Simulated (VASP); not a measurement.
# Ge2Sb2Te5 in VASP: a series of runs, part 2 of 2

VASP 6.6.1. The steps go on from the part before.

### Step 3. Single point, LDA

This run uses another cell than the first one, of 31.91 Å³/atom.

INCAR

```
  ALGO = Normal
  EDIFF = 1E-6
  ENCUT = 520
  ISIF = 2
  ISMEAR = -1
  LASPH = T
  LCHARG = T
  LELF = T
  LREAL = F
  LVHAR = T
  LWAVE = F
  NBANDS = 44
  NELM = 100
  PREC = Accurate
  SIGMA = 0.05
```

KPOINTS

```
k-points
0
Gamma
  5 5 4
```

POSCAR

```
Ge2Sb2Te5
1.0
    6.8391360000     -3.0660060000      0.0000000000
    6.8391360000      3.0660060000      0.0000000000
   -6.8309770000      0.0000000000      6.8476090000
Te Sb Ge
5 2 2
Direct
    0.5947020000      0.5947020000      0.3864330000
    0.7952880000      0.7952880000      0.1961120000
    0.0083240000      0.0083240000      0.0064350000
    0.2065190000      0.2065190000      0.8098030000
    0.3999590000      0.3999590000      0.5971180000
    0.9017080000      0.9017080000      0.5878730000
    0.1118700000      0.1118700000      0.4173520000
    0.2842870000      0.2842870000      0.1878300000
    0.4973430000      0.4973430000      0.0110440000
```

Potentials or basis: VASP PAW LDA potentials, release 64 (Te, Sb, Ge_d).

The run is started by

```sh
cat potpaw_LDA.64/Te/POTCAR potpaw_LDA.64/Sb/POTCAR potpaw_LDA.64/Ge_d/POTCAR > POTCAR
mpirun -np 1 vasp_std > vasp.out
```

OUTCAR:

```text
EDIFF = 1E-6
   ENCUT = 520
   ISIF = 2
   ISMEAR = -1
   LASPH = T
   LREAL = F
   NELM = 100
   PREC = Accurate

 ion  position               nearest neighbor table
   1  0.595  0.595  0.386-   9 2.85   7 3.07   7 3.07   6 3.14   8 3.19
   2  0.795  0.795  0.196-   6 2.95   8 3.07   8 3.07   9 3.08   7 3.20
   3  0.008  0.008  0.006-   8 2.82   9 3.07   9 3.07   7 3.14   6 3.19
   4  0.207  0.207  0.810-   9 2.95   8 3.00   7 3.02   6 3.06
   5  0.400  0.400  0.597-   7 2.98   8 3.05   6 3.07   6 3.07   9 3.20
   6  0.902  0.902  0.588-   2 2.95   4 3.06   5 3.07   5 3.07   1 3.14   3 3.19
   7  0.112  0.112  0.417-   5 2.98   4 3.02   1 3.07   1 3.07   3 3.14   2 3.20
   8  0.284  0.284  0.188-   3 2.82   4 3.00   5 3.05   2 3.07   2 3.07   1 3.19
   9  0.497  0.497  0.011-   1 2.85   4 2.95   3 3.07   3 3.07   2 3.08   5 3.20

  LATTYP: Found a base centered monoclinic cell.
 ALAT       =    13.6782720000
 B/A-ratio  =     0.4483031190
 C/A-ratio  =     0.7071235363
 COS(beta)  =    -0.7062464773

  Lattice vectors:

 A1 = (   6.8391360000,  -3.0660060000,   0.0000000000)
 A2 = (   6.8391360000,   3.0660060000,   0.0000000000)
 A3 = (  -6.8309770000,   0.0000000000,   6.8476090000)

Analysis of symmetry for initial positions (statically):
=====================================================================
 Subroutine PRICEL returns:
 Original cell was already a primitive cell.

 Routine SETGRP: Setting up the symmetry group for a
 base centered monoclinic supercell.

 Subroutine GETGRP returns: Found  2 space group operations
 (whereof  2 operations were pure point group operations)
 out of a pool of  4 trial point group operations.

The static configuration has the point symmetry C_1h.

Analysis of symmetry for dynamics (positions and initial velocities):
=====================================================================
 Subroutine PRICEL returns:
 Original cell was already a primitive cell.

 Routine SETGRP: Setting up the symmetry group for a
 base centered monoclinic supercell.

 Subroutine GETGRP returns: Found  2 space group operations
 (whereof  2 operations were pure point group operations)
 out of a pool of  4 trial point group operations.

The dynamic configuration has the point symmetry C_1h.

 Subroutine INISYM returns: Found  2 space group operations
 (whereof  2 operations are pure point group operations),
 and found     1 'primitive' translations

----------------------------------------------------------------------------------------

                                     Primitive cell

  volume of cell :     287.1727

  direct lattice vectors                    reciprocal lattice vectors
     6.839136000 -3.066006000  0.000000000     0.073108650 -0.163078611  0.072931078
     6.839136000  3.066006000  0.000000000     0.073108650  0.163078611  0.072931078
    -6.830977000  0.000000000  6.847609000     0.000000000  0.000000000  0.146036376

  length of vectors
     7.494943230  7.494943230  9.672228068     0.193024481  0.193024481  0.146036376

  position of ions in fractional coordinates (direct lattice)
     0.594702000  0.594702000  0.386433000
     0.795288000  0.795288000  0.196112000
     0.008324000  0.008324000  0.006435000
[... 51 lines left out ...]
  0.400000  0.200000  0.000000      4.000000
 -0.400000  0.200000 -0.000000      4.000000
[... 16 lines left out ...]
 -0.200000 -0.400000  0.250000      4.000000
 -0.200000 -0.200000  0.250000      2.000000
 [... further k-points ...]
   k-points           NKPTS =     33   k-points in BZ     NKDIM =     33   number of bands    NBANDS=     44
   number of dos      NEDOS =    301   number of ions     NIONS =      9
   total plane-waves  NPLWV = 225792
   dimension x,y,z NGX =    56 NGY =   56 NGZ =   72
   dimension x,y,z NGXF=   112 NGYF=  112 NGZF=  144
   ions per type =               5   2   2
   NGX,Y,Z   is equivalent  to a cutoff of  12.42, 12.42, 12.38 a.u.
   NGXF,Y,Z  is equivalent  to a cutoff of  24.84, 24.84, 24.75 a.u.
 SYSTEM =  unknown system
   PREC   = accura    normal or accurate (medium, high low for compatibility)
   ISTART =      0    job   : 0-new  1-cont  2-samecut
   ICHARG =      2    charge: 1-file 2-atom 10-const
   ISPIN  =      1    spin polarized calculation?
   LNONCOLLINEAR =      F non collinear calculations
   LSORBIT =      F    spin-orbit coupling
   LASPH  =      T    aspherical Exc in radial PAW
   ENCUT  =  520.0 eV  38.22 Ry    6.18 a.u.  13.94 13.94 17.98*2*pi/ulx,y,z
   NELM   =    100;   NELMIN=  2; NELMDL= -5     # of ELM steps
   EDIFF  = 0.1E-05   stopping-criterion for ELM
   LREAL  =      F    real-space projection
   EDIFFG = 0.1E-04   stopping-criterion for IOM
   NSW    =      0    number of steps for IOM
   IBRION =     -1    ionic relax: 0-MD 1-quasi-New 2-CG
   NFREE  =      0    steps in history (QN), initial steepest desc. (CG)
   ISIF   =      2    stress and relaxation
   ISYM   =      2    0-nonsym 1-usesym 2-fastsym
   POTIM  = 0.5000    time-step for ionic-motion
   TEBEG  =    0.0;   TEEND  =   0.0 temperature during run
   PSTRESS=    0.0 pullay stress
   NELECT =      68.0000    total number of electrons
   NUPDOWN=      -1.0000    fix difference up-down
   EMIN   =  10.00;   EMAX   =-10.00  energy-range for DOS
   EFERMI =   0.00;   METHOD = LEGACY
   ISMEAR =    -1;   SIGMA  =   0.05  broadening in eV -4-tet -1-fermi 0-gaus
   EFERMI_NEDOS =   21; number of points for ismear=-14 and -15
   IALGO  =     38    algorithm
   IMIX   =      4    mixing-type and parameters
     AMIX     =   0.40;   BMIX     =  1.00
     AMIX_MAG =   1.60;   BMIX_MAG =  1.00
  volume/ion in A,a.u.               =      31.91       215.33
  Fermi-wavevector in a.u.,A,eV,Ry     =   1.012815  1.913943 13.956774  1.025794
  Thomas-Fermi vector in A             =   2.145947
   LORBIT       =      0    0 simple, 1 ext, 2 COOP (PROOUT), +10 PAW based schemes
   GGA     = CA    functional components
   LHFCALC =     F    Hartree Fock is set to
   AEXX    =    0.0000 exact exchange contribution
   IVDW    =     0    specifies the selected vdW correction
   LEPSILON=     F    determine dielectric tensor
   LRPA    =     F    only Hartree local field effects (RPA)
 non-spin polarized calculation
  energy-cutoff  :      520.00
  volume of cell :      287.17
 maximum number of plane-waves:      7768
   NGX = 27   NGY = 27   NGZ = 35

 number of electron      68.0000002 magnetization

 Free energy of the ion-electron system (eV)
  ---------------------------------------------------
  ext. energy  EPLUGINS =         0.00000000
  ---------------------------------------------------
  free energy    TOTEN  =       -39.21531055 eV

  energy without entropy =      -39.20976872  energy(sigma->0) =      -39.21253964

 E-fermi :   5.1133     XC(G=0):  -9.3791

 val. band max:        4.9998447270   @ k =  -0.2000   0.4000   0.2500
 cond. band min:       5.2544246130   @ k =  -0.4000   0.2000  -0.0000
 fundamental gap:      0.2545798859
 Fermi energy:         5.1132846556

 k-point     1 :       0.0000    0.0000    0.0000
  band No.  band energies     occupation
      1     -19.6575      2.00000
      2     -19.6495      2.00000
      3     -19.6460      2.00000
      4     -19.6428      2.00000
      5     -19.6420      2.00000
      6     -19.6388      2.00000
[... 1117 lines left out ...]
     43       9.4270      0.00000
     44       9.7086      0.00000

 [... further k-points ...]

------------------------ aborting loop because EDIFF is reached ----------------------------------------

  FORCE on cell =-STRESS in cart. coord.  units (eV):
  Direction    XX          YY          ZZ          XY          YZ          ZX
  --------------------------------------------------------------------------------------
  -------------------------------------------------------------------------------------
  Total       -5.8031492     -6.5220885     -5.9901762      0.0000000      0.0000000     -0.1837405
  in kB      -32.3765917    -36.3876560    -33.4200417      0.0000000      0.0000000     -1.0251142
  external PRESSURE =     -34.0614298 kB  Pullay stress =       0.0000000 kB

 VOLUME and BASIS-vectors are now :
 -----------------------------------------------------------------------------
  energy-cutoff  :      520.00
  volume of cell :      287.17
      direct lattice vectors                 reciprocal lattice vectors
     6.839136000 -3.066006000  0.000000000     0.073108650 -0.163078611  0.072931078
     6.839136000  3.066006000  0.000000000     0.073108650  0.163078611  0.072931078
    -6.830977000  0.000000000  6.847609000     0.000000000  0.000000000  0.146036376

 POSITION                                       TOTAL-FORCE (eV/Angst)
 -----------------------------------------------------------------------------------
      5.49478      0.00000      2.64614         0.108421      0.000000     -0.046535
      9.53853      0.00000      1.34290        -0.068405      0.000000      0.106733
      0.06990      0.00000      0.04406         0.122942      0.000000      0.100600
     -2.70692      0.00000      5.54521         0.052351      0.000000     -0.060119
      1.39185      0.00000      4.08883        -0.028652      0.000000     -0.095178
      8.31806      0.00000      4.02552         0.057779      0.000000     -0.140465
     -1.32073      0.00000      2.85786        -0.012206      0.000000      0.062600
      2.60549      0.00000      1.28619        -0.219322      0.000000     -0.058943
      6.72735      0.00000      0.07562        -0.012909      0.000000      0.131306
 -----------------------------------------------------------------------------------
    total drift:                               -0.000915      0.000000      0.001032

  FREE ENERGIE OF THE ION-ELECTRON SYSTEM (eV)
  ---------------------------------------------------
  free  energy   TOTEN  =       -39.2153105513 eV

  energy  without entropy=      -39.2097687235  energy(sigma->0) =      -39.21253964
```

Run time: 15 min. Hardware: 1 thread of Intel Xeon 8259CL, shared host; peak memory 0.62 GiB.

What came out:

| Item | Value |
| --- | --- |
| Free energy | -39.2153 eV |
| Pressure | -3.4 GPa |
| Largest force | 0.227 eV/Å |
| Band gap on the k mesh | 0.25 eV (least direct gap 0.32 eV) |

Forces on the atoms (eV/Å):
```
Te   0.108  0.000 -0.047
Te  -0.068  0.000  0.107
Te   0.123  0.000  0.101
Te   0.052  0.000 -0.060
Te  -0.029  0.000 -0.095
Sb   0.058  0.000 -0.140
Sb  -0.012  0.000  0.063
Ge  -0.219  0.000 -0.059
Ge  -0.013  0.000  0.131
```

Stress tensor (GPa, compression positive):
```
-3.24  0.00 -0.10
 0.00 -3.64  0.00
-0.10  0.00 -3.34
```

Caveat: the cell stands under tension; spin-orbit coupling is left out, which moves the levels of the heavy elements; an odd mesh through Γ misses points on the zone boundary, where band edges can lie.

### Step 4. Single point, BLYP

This run uses another cell than the first one, of 31.91 Å³/atom.

INCAR

```
SYSTEM = Ge2Sb2Te5
PREC = Accurate
ENCUT = 520
EDIFF = 1E-6
ISMEAR = -1
SIGMA = 0.05
LREAL = .False.
LASPH = .True.
NELM = 80
ALGO = Normal
ISIF = 2
LWAVE = .False.
LCHARG = .False.
GGA = B5
ALDAX = 1.0
AGGAX = 1.0
AGGAC = 1.0
ALDAC = 0.0
NBANDS = 44
```

KPOINTS

```
Automatic mesh
0
Gamma
  5 5 4
  0 0 0
```

POSCAR is that of step 3.

Potentials or basis: VASP PAW PBE potentials, release 64 (Te, Sb, Ge_d).

The run is started by

```sh
cat potpaw_PBE.64/Te/POTCAR potpaw_PBE.64/Sb/POTCAR potpaw_PBE.64/Ge_d/POTCAR > POTCAR
mpirun -np 1 vasp_std > vasp.out
```

It took 19 min on 1 thread of Intel Xeon 8259CL, shared host; peak memory 0.75 GiB.

The run converged. Its results:

```yaml
Free_energy: -27.5506 eV
Pressure: 3.8 GPa
Largest_force: 0.265 eV/Å
Band_gap_on_the_k_mesh: 0.28 eV (least direct gap 0.32 eV)
```

Forces on the atoms (eV/Å):
```
Te  -0.080  0.000  0.203
Te   0.099  0.000 -0.193
Te  -0.142  0.000 -0.076
Te   0.057  0.000 -0.037
Te   0.247  0.000  0.096
Sb   0.036  0.000 -0.038
Sb  -0.113  0.000  0.043
Ge  -0.128  0.000 -0.035
Ge   0.024  0.000  0.037
```

Stress tensor (GPa, compression positive):
```
 4.02  0.00 -0.11
 0.00  3.47  0.00
-0.11  0.00  3.92
```

Levels at points of the mesh, in eV from the valence-band top:
```
           k point  band 30  band 31  band 32  band 33  band 34  band 35  band 36  band 37  band 38  band 39
(0.00, 0.00, 0.00)    -1.40    -0.77    -0.47    -0.40    -0.39     1.07     1.35     2.43     2.48     3.43
(0.00, 0.00, 0.50)    -1.30    -0.69    -0.66    -0.59    -0.28     0.71     1.47     1.85     2.59     2.76
```

Caveat: the cell stands under pressure; the PAW data sets were made with another functional, which shifts forces and pressure a little; spin-orbit coupling is left out, which moves the levels of the heavy elements; an odd mesh through Γ misses points on the zone boundary, where band edges can lie.

### Step 5. Single point, revPBE

This run uses another cell than the first one, of 34.12 Å³/atom.

INCAR

```
  PREC = Accurate
  ENCUT = 520
  EDIFF = 1E-6
  ISMEAR = -1
  SIGMA = 0.05
  LREAL = False
  LASPH = True
  NELM = 100
  ALGO = Normal
  ISIF = 2
  LWAVE = False
  LCHARG = False
  GGA = RE
  NBANDS = 44
```

KPOINTS

```
Automatic mesh
0
Gamma
  5 5 4
```

POSCAR

```
Ge2Sb2Te5
1.0
    7.0471814414     -3.0830403467     -0.0011607149
    7.0471814414      3.0830403467     -0.0011607149
   -7.0399363988      0.0000000000      7.0685481297
Te Sb Ge
5 2 2
Direct
    0.5937898564      0.5937898564      0.3799989507
    0.7921414198      0.7921414198      0.1968954824
    0.0048290632      0.0048290632     -0.0056745672
    0.1930178170      0.1930178170      0.7834442250
    0.3846679670      0.3846679670      0.5767884722
    0.9136086815      0.9136086815      0.5948771467
    0.1142675737      0.1142675737      0.4280648712
    0.2754229120      0.2754229120      0.1997920207
    0.5282547095      0.5282547095      0.0458133983
```

The run is started by

```sh
cat potpaw_PBE.64/Te/POTCAR potpaw_PBE.64/Sb/POTCAR potpaw_PBE.64/Ge_d/POTCAR > POTCAR
mpirun -np 1 vasp_std > vasp.out
```

Wall time 22 min (1 thread of Intel Xeon 8259CL, shared host); peak memory 0.82 GiB.

It converged, with:

```
Free energy            : -30.9330 eV
Pressure               : 0.0 GPa
Largest force          : 0.024 eV/Å
Band gap on the k mesh : 0.41 eV (least direct gap 0.48 eV)
```

Forces in eV/Å, atoms in the order of the input:
```
Te   0.001  0.000  0.010
Te   0.007  0.000  0.004
Te  -0.004  0.000 -0.003
Te   0.002  0.000  0.016
Te   0.003  0.000  0.007
Sb  -0.013  0.000  0.000
Sb  -0.006  0.000 -0.023
Ge   0.008  0.000 -0.002
Ge   0.002  0.000 -0.010
```

Levels at points of the mesh, in eV from the valence-band top:
```
           k point  band 32  band 33  band 34  band 35  band 36  band 37
(0.00, 0.00, 0.00)    -0.56    -0.51    -0.35     1.17     1.49     2.34
(0.00, 0.00, 0.50)    -0.74    -0.62    -0.36     0.96     1.52     1.78
```

Caveat: the PAW data sets were made with another functional, which shifts forces and pressure a little; spin-orbit coupling is left out, which moves the levels of the heavy elements; an odd mesh through Γ misses points on the zone boundary, where band edges can lie.

### Step 6. Single point, PBE

This run uses another cell than the first one, of 31.91 Å³/atom.

INCAR

```
PREC = Accurate
ENCUT = 520
EDIFF = 1E-7
ISMEAR = -1
SIGMA = 0.05
LREAL = False
LASPH = True
NELM = 100
ALGO = Normal
ISIF = 2
LWAVE = False
LCHARG = True
GGA = PE
LELF = True
LVHAR = True
NBANDS = 44
```

KPOINTS

```
Automatic mesh
0
Gamma
  4 4 3
```

POSCAR

```
Ge2Sb2Te5
1.0
    6.8544660300     -3.1002016800      0.0000000000
    6.8238059700      3.0318103200      0.0000000000
   -6.8309770000      0.0341548850      6.8476090000
Te Sb Ge
5 2 2
Direct
    0.5947020000      0.5947020000      0.3864330000
    0.7952880000      0.7952880000      0.1961120000
    0.0083240000      0.0083240000      0.0064350000
    0.2065190000      0.2065190000      0.8098030000
    0.3999590000      0.3999590000      0.5971180000
    0.9017080000      0.9017080000      0.5878730000
    0.1118700000      0.1118700000      0.4173520000
    0.2842870000      0.2842870000      0.1878300000
    0.4973430000      0.4973430000      0.0110440000
```

Potentials or basis: VASP PAW PBE potentials, release 64 (Te, Sb, Ge_d).

The run is started by

```sh
cat potpaw_PBE.64/Te/POTCAR potpaw_PBE.64/Sb/POTCAR potpaw_PBE.64/Ge_d/POTCAR > POTCAR
mpirun -np 1 vasp_std > vasp.out
```

It took 12 min on 1 thread of AMD EPYC 7R13, shared host; peak memory 0.65 GiB.

Results (log left out):

- Free energy: -33.5938 eV
- Pressure: -0.2 GPa
- Largest force: 0.150 eV/Å

Forces on the atoms (eV/Å):
```
Te   0.029 -0.018  0.031
Te   0.063  0.010 -0.023
Te  -0.010 -0.016 -0.021
Te   0.044 -0.001 -0.029
Te   0.048  0.002 -0.037
Sb   0.009  0.004 -0.063
Sb   0.012 -0.001  0.059
Ge  -0.147  0.008  0.025
Ge  -0.048  0.012  0.060
```

Stress tensor (GPa, compression positive):
```
-0.20  0.15 -0.10
 0.15 -0.14  0.00
-0.10  0.00 -0.14
```

Levels at points of the mesh, in eV from the Fermi level:
| k point | band 32 | band 33 | band 34 | band 35 | band 36 | band 37 |
| --- | --- | --- | --- | --- | --- | --- |
| (0.00, 0.00, 0.00) | -0.55 | -0.46 | -0.45 | 1.00 | 1.29 | 2.38 |
| (0.50, 0.00, 0.00) | -0.73 | -0.59 | -0.06 | -0.01 | 0.53 | 0.64 |
| (0.00, 0.50, 0.00) | -0.75 | -0.59 | -0.04 | 0.03 | 0.53 | 0.65 |
| (0.50, 0.50, 0.00) | -0.89 | -0.84 | -0.83 | 2.10 | 2.59 | 2.77 |

Caveat: spin-orbit coupling is left out, which moves the levels of the heavy elements.

### Step 7. The runs side by side

```csv
level,potentials or basis,cell,k mesh,gap on the mesh (eV),pressure (GPa),largest force (eV/Å)
r2SCAN,"VASP PAW PBE potentials, release 64 (Te, Sb, Ge_d)","a = 7.525, b = 7.525, c = 9.752 Å, angles 130.4, 130.4, 47.7°, 9 atoms, atomic positions A",5 × 5 × 4,0.37,0.0,0.04
LDA,"VASP PAW LDA potentials, release 64 (Te, Sb, Ge_d)","a = 7.495, b = 7.495, c = 9.672 Å, angles 130.1, 130.1, 48.3°, 9 atoms, atomic positions B",5 × 5 × 4,0.25,-3.4,0.23
BLYP,"VASP PAW PBE potentials, release 64 (Te, Sb, Ge_d)","a = 7.495, b = 7.495, c = 9.672 Å, angles 130.1, 130.1, 48.3°, 9 atoms, atomic positions B",5 × 5 × 4,0.28,3.8,0.27
revPBE,"VASP PAW PBE potentials, release 64 (Te, Sb, Ge_d)","a = 7.692, b = 7.692, c = 9.976 Å, angles 130.3, 130.3, 47.3°, 9 atoms, atomic positions C",5 × 5 × 4,0.41,0.0,0.02
PBE,"VASP PAW PBE potentials, release 64 (Te, Sb, Ge_d)","a = 7.523, b = 7.467, c = 9.672 Å, angles 130.1, 130.2, 48.3°, 9 atoms, atomic positions B",4 × 4 × 3,-,-0.2,0.15
```

Alike in all rows: task single point; no spin polarisation; cutoff (eV) 520; smearing fermi-dirac 0.05 eV.

Caveats: spin-orbit coupling is left out, which moves the levels of the heavy elements; an odd mesh through Γ misses points on the zone boundary, where band edges can lie (at least some runs); the PAW data sets were made with another functional, which shifts forces and pressure a little (at least some runs); the cell stands under tension (at least some runs); the cell stands under pressure (at least some runs).

Absolute energies hang on the potentials; compare differences alone.
